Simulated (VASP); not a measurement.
# K3LaTe2O9 (P6_3/mmc) in VASP: notebook, part 3 of 3

VASP 6.6.1.

### 4 Electric field gradients, r2SCAN

The input, POSCAR:

```
K3LaTe2O9
1.0
    6.0589000000      0.0000000000      0.0000000000
   -3.0294500000      5.2471613190      0.0000000000
    0.0000000000      0.0000000000     15.0240000000
K La Te O
6 2 4 18
Direct
    0.0000000000      0.0000000000      0.7500000000
    0.0000000000      0.0000000000      0.2500000000
    0.3333333333      0.6666666667      0.6130356756
    0.6666666667      0.3333333333      0.1130356756
    0.3333333333      0.6666666667      0.8869643244
    0.6666666667      0.3333333333      0.3869643244
    0.0000000000      0.0000000000      0.5000000000
    0.0000000000      0.0000000000      0.0000000000
    0.6666666667      0.3333333333      0.6555164947
    0.3333333333      0.6666666667      0.1555164947
    0.6666666667      0.3333333333      0.8444835053
    0.3333333333      0.6666666667      0.3444835053
    0.9477387474      0.4738693737      0.7500000000
    0.4738693737      0.9477387474      0.2500000000
    0.5261306263      0.4738693737      0.7500000000
    0.0522612526      0.5261306263      0.2500000000
    0.5261306263      0.0522612526      0.7500000000
    0.4738693737      0.5261306263      0.2500000000
    0.3564425444      0.1782212722      0.5930341276
    0.1782212722      0.3564425444      0.0930341276
    0.8217787278      0.1782212722      0.5930341276
    0.6435574556      0.8217787278      0.0930341276
    0.8217787278      0.6435574556      0.5930341276
    0.1782212722      0.8217787278      0.0930341276
    0.8217787278      0.6435574556      0.9069658724
    0.6435574556      0.8217787278      0.4069658724
    0.8217787278      0.1782212722      0.9069658724
    0.1782212722      0.3564425444      0.4069658724
    0.3564425444      0.1782212722      0.9069658724
    0.1782212722      0.8217787278      0.4069658724
```

The input, INCAR.step1:

```
ALGO     = Normal         # electronic algorithm
EDIFF    = 1E-4           # SCF threshold, eV
ENCUT    = 520            # plane-wave cutoff, eV
GGA      = PE             # functional
ISMEAR   = -1             # smearing method
LASPH    = True           # aspherical terms in the spheres
LCHARG   = False          # write CHGCAR
LREAL    = Auto         
LWAVE    = True           # write WAVECAR
NBANDS   = 125            # bands
NELM     = 100            # most SCF steps
PREC     = Accurate       # precision mode
SIGMA    = 0.02           # smearing width, eV
```

The input, INCAR.step2:

```
ALGO     = Normal         # electronic algorithm
EDIFF    = 1E-8           # SCF threshold, eV
ENCUT    = 520            # plane-wave cutoff, eV
ISIF     = 2              # what is computed and relaxed
ISMEAR   = -1             # smearing method
ISTART   = 1            
LASPH    = True           # aspherical terms in the spheres
LCHARG   = False          # write CHGCAR
LEFG     = True         
LMIXTAU  = True         
LREAL    = Auto         
LWAVE    = False          # write WAVECAR
METAGGA  = R2SCAN         # meta-GGA
NBANDS   = 125            # bands
NELM     = 100            # most SCF steps
PREC     = Accurate       # precision mode
SIGMA    = 0.02           # smearing width, eV
```

The input, KPOINTS:

```
k-points
0
Gamma
  4 4 2
```

Potentials or basis: VASP PAW PBE potentials, release 64 (K_sv, La, Te, O).

Run with:

```bash
> cat potpaw_PBE.64/K_sv/POTCAR potpaw_PBE.64/La/POTCAR potpaw_PBE.64/Te/POTCAR potpaw_PBE.64/O/POTCAR > POTCAR
> cp INCAR.step1 INCAR
> mpirun -np 1 vasp_std > vasp.out
> cp INCAR.step2 INCAR
> mpirun -np 1 vasp_std > vasp.out
```

OUTCAR:

```text
EDIFF = 1E-8
   ENCUT = 520
   ISIF = 2
   ISMEAR = -1
   ISTART = 1
   LASPH = True
   LREAL = Auto
   METAGGA = R2SCAN
   NELM = 100
   PREC = Accurate

 ion  position               nearest neighbor table
   1  0.000  0.000  0.750-
   2  0.000  0.000  0.250-
   3  0.333  0.667  0.613-  13 2.89  17 2.89  15 2.89   9 3.56   9 3.56   9 3.56
   4  0.667  0.333  0.113-  16 2.89  14 2.89  18 2.89  10 3.56  10 3.56  10 3.56
   5  0.333  0.667  0.887-  13 2.89  17 2.89  15 2.89  11 3.56  11 3.56  11 3.56
   6  0.667  0.333  0.387-  16 2.89  14 2.89  18 2.89  12 3.56  12 3.56  12 3.56
   7  0.000  0.000  0.500-  19 2.33  21 2.33  26 2.33  30 2.33  28 2.33  23 2.33
   8  0.000  0.000  0.000-  22 2.33  24 2.33  27 2.33  29 2.33  20 2.33  25 2.33
   9  0.667  0.333  0.656-  21 1.88  19 1.88  23 1.88  13 2.05  17 2.05  15 2.05  11 2.84   3 3.56
                             3 3.56   3 3.56
  10  0.333  0.667  0.156-  24 1.88  22 1.88  20 1.88  16 2.05  14 2.05  18 2.05  12 2.84   4 3.56
                             4 3.56   4 3.56
  11  0.667  0.333  0.844-  27 1.88  29 1.88  25 1.88  13 2.05  17 2.05  15 2.05   9 2.84   5 3.56
                             5 3.56   5 3.56
  12  0.333  0.667  0.344-  30 1.88  26 1.88  28 1.88  16 2.05  14 2.05  18 2.05  10 2.84   6 3.56
                             6 3.56   6 3.56
  13  0.948  0.474  0.750-   9 2.05  11 2.05   3 2.89   5 2.89
  14  0.474  0.948  0.250-  10 2.05  12 2.05   4 2.89   6 2.89
  15  0.526  0.474  0.750-   9 2.05  11 2.05   3 2.89   5 2.89
  16  0.052  0.526  0.250-  10 2.05  12 2.05   4 2.89   6 2.89
  17  0.526  0.052  0.750-   9 2.05  11 2.05   3 2.89   5 2.89
  18  0.474  0.526  0.250-  10 2.05  12 2.05   4 2.89   6 2.89
  19  0.356  0.178  0.593-   9 1.88   7 2.33
  20  0.178  0.356  0.093-  10 1.88   8 2.33
  21  0.822  0.178  0.593-   9 1.88   7 2.33
  22  0.644  0.822  0.093-  10 1.88   8 2.33
  23  0.822  0.644  0.593-   9 1.88   7 2.33
  24  0.178  0.822  0.093-  10 1.88   8 2.33
[... 1207 lines left out ...]
     6.058900000  0.000000000  0.000000000     0.165046461  0.095289618  0.000000000
    -3.029450000  5.247161319  0.000000000     0.000000000  0.190579237  0.000000000
     0.000000000  0.000000000 15.024000000     0.000000000  0.000000000  0.066560170

 POSITION                                       TOTAL-FORCE (eV/Angst)
 -----------------------------------------------------------------------------------
      0.00000      0.00000     11.26800         0.000000     -0.000000      0.000000
      0.00000      0.00000      3.75600         0.000000     -0.000000      0.000000
     -0.00000      3.49811      9.21025         0.000000     -0.000000      0.012777
      3.02945      1.74905      1.69825         0.000000     -0.000000      0.012777
     -0.00000      3.49811     13.32575         0.000000     -0.000000     -0.012777
      3.02945      1.74905      5.81375         0.000000     -0.000000     -0.012777
[... 22 lines left out ...]
      1.61974      0.93516     13.62626         0.471541      0.272244     -0.345400
     -1.40971      4.31201      6.11426         0.471541     -0.272244     -0.345400
 -----------------------------------------------------------------------------------
    total drift:                                0.000000     -0.000000      0.000000

  FREE ENERGIE OF THE ION-ELECTRON SYSTEM (eV)
  ---------------------------------------------------
  free  energy   TOTEN  =      -364.0629900996 eV

  energy  without entropy=     -364.0629900996  energy(sigma->0) =     -364.06299010

 Electric field gradients (V/A^2)
---------------------------------------------------------------------
 ion       V_xx      V_yy      V_zz      V_xy      V_xz      V_yz
---------------------------------------------------------------------
   1      -2.242    -2.241     4.482     0.001    -0.000    -0.000
   2      -2.242    -2.241     4.482     0.001     0.000    -0.000
   3      -2.539    -2.539     5.078     0.000     0.000    -0.000
   4      -2.539    -2.539     5.078     0.000    -0.000     0.000
   5      -2.539    -2.539     5.078     0.000    -0.000     0.000
   6      -2.539    -2.539     5.078     0.000     0.000    -0.000
[... 22 lines left out ...]
  29      41.347   -24.790   -16.557    57.281   -71.227   -41.123
  30      41.347   -24.790   -16.557   -57.276   -71.227    41.123
---------------------------------------------------------------------

 Electric field gradients after diagonalization (V/A^2)
 (convention: |V_zz| > |V_xx| > |V_yy|)
----------------------------------------------------------------------
 ion       V_xx      V_yy      V_zz     asymmetry (V_yy - V_xx)/ V_zz
----------------------------------------------------------------------
   1      -2.242    -2.240     4.482       0.001
   2      -2.242    -2.240     4.482       0.001
   3      -2.540    -2.539     5.078       0.000
   4      -2.540    -2.539     5.078       0.000
   5      -2.540    -2.539     5.078       0.000
   6      -2.540    -2.539     5.078       0.000
[... 22 lines left out ...]
  29     -65.056   -57.862   122.918       0.059
  30     -65.057   -57.858   122.915       0.059
----------------------------------------------------------------------

           NMR quadrupolar parameters

 Cq : quadrupolar parameter    Cq=e*Q*V_zz/h
 eta: asymmetry parameters     (V_yy - V_xx)/ V_zz
 Q  : nuclear electric quadrupole moment in mb (millibarn)
----------------------------------------------------------------------
 ion       Cq(MHz)       eta       Q (mb)
----------------------------------------------------------------------
   1       0.011       0.001       1.000
   2       0.011       0.001       1.000
   3       0.012       0.000       1.000
   4       0.012       0.000       1.000
   5       0.012       0.000       1.000
   6       0.012       0.000       1.000
[... 22 lines left out ...]
  29       0.297       0.059       1.000
  30       0.297       0.059       1.000
----------------------------------------------------------------------
```

It took 77 min on 1 thread of Intel Xeon 6975P-C (Granite Rapids), shared host; peak memory 0.88 GiB.

What came out:

| Item | Value |
| --- | --- |
| Free energy | -364.0630 eV |
| Pressure | -0.7 GPa |
| Largest force | 0.661 eV/Å |
| Band gap on the k mesh | 3.49 eV, direct |

Forces on the atoms (eV/Å):
```
K    0.000  0.000  0.000
K    0.000  0.000  0.000
K    0.000  0.000  0.013
K    0.000  0.000  0.013
K    0.000  0.000 -0.013
K    0.000  0.000 -0.013
La   0.000  0.000  0.000
La   0.000  0.000  0.000
Te   0.000  0.000 -0.126
Te   0.000  0.000 -0.126
Te   0.000  0.000  0.126
Te   0.000  0.000  0.126
O   -0.572 -0.330  0.000
O    0.000 -0.661  0.000
O    0.572 -0.330  0.000
O    0.572  0.330  0.000
O    0.000  0.661  0.000
O   -0.572  0.330  0.000
O    0.472  0.272  0.345
O    0.000  0.544  0.345
O   -0.472  0.272  0.345
O   -0.472 -0.272  0.345
O    0.000 -0.544  0.345
O    0.472 -0.272  0.345
O    0.000 -0.544 -0.345
O   -0.472 -0.272 -0.345
O   -0.472  0.272 -0.345
O    0.000  0.544 -0.345
O    0.472  0.272 -0.345
O    0.472 -0.272 -0.345
```

Stress tensor (GPa, compression positive):
```
-0.88  0.00  0.00
 0.00 -0.88  0.00
 0.00  0.00 -0.46
```

Electric field gradients, principal values (V/Å²):
```
 atom    least   middle  greatest (by size)
  1 K   -2.240   -2.242               4.482
  2 K   -2.240   -2.242               4.482
  3 K   -2.539   -2.540               5.078
  4 K   -2.539   -2.540               5.078
  5 K   -2.539   -2.540               5.078
  6 K   -2.539   -2.540               5.078
 7 La    9.852    9.853             -19.705
 8 La    9.852    9.853             -19.705
 9 Te  -14.161  -14.161              28.321
10 Te  -14.161  -14.161              28.321
11 Te  -14.161  -14.161              28.321
12 Te  -14.161  -14.161              28.321
 13 O   28.768   93.950            -122.719
 14 O   28.768   93.950            -122.719
 15 O   28.768   93.952            -122.720
 16 O   28.768   93.950            -122.719
 17 O   28.768   93.950            -122.719
 18 O   28.768   93.952            -122.720
 19 O  -57.862  -65.056             122.918
 20 O  -57.862  -65.056             122.918
 21 O  -57.858  -65.057             122.915
 22 O  -57.862  -65.056             122.918
 23 O  -57.862  -65.056             122.918
 24 O  -57.858  -65.057             122.915
 25 O  -57.862  -65.056             122.918
 26 O  -57.862  -65.056             122.918
 27 O  -57.858  -65.057             122.915
 28 O  -57.862  -65.056             122.918
 29 O  -57.862  -65.056             122.918
 30 O  -57.858  -65.057             122.915
```

Caveat: without QUAD_EFG the Cq values of the log hold for a quadrupole moment of 1 mb, not for the nuclei; the PAW data sets were made with another functional, which shifts forces and pressure a little; spin-orbit coupling is left out, which moves the levels of the heavy elements.
